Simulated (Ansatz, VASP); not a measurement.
Two plane-wave programs on Ir

```
CELL_PARAMETERS angstrom
0.00000 1.92208 1.92208
1.92208 0.00000 1.92208
1.92208 1.92208 0.00000
ATOMIC_POSITIONS crystal
Ir 0.00000 0.00000 0.00000
```

Alike in both runs: functional r2SCAN; k mesh 18 × 18 × 18; occupations gaussian, width 0.1 eV; no spin polarisation.

Ansatz relaxed the structure, and its values are those at the end. VASP's run is a single point on that final structure, the one shown.

|  | VASP | Ansatz |
| --- | --- | --- |
| version | VASP 6.6.1 | Ansatz 0.2.0 |
| potentials or method | VASP PAW PBE potentials, release 64 (Ir), cutoff 520 eV | scalar-relativistic, plane waves, PAW |
| valence electrons in the cell | 9 | 17 |

```csv
,VASP,Ansatz,Ansatz less VASP
gap on the k mesh at the Fermi level (eV),none,none,-
pressure (GPa),2.5,0.0,-2.49
```

VASP's potentials were made for PBE, not for r2SCAN. A gap of «none» marks a metal or a gap that the smearing closes. VASP's potentials hold 9 valence electrons a cell and Ansatz's 17, so a difference there can come from the potentials and not from the codes.

Neither program's run includes spin-orbit coupling.
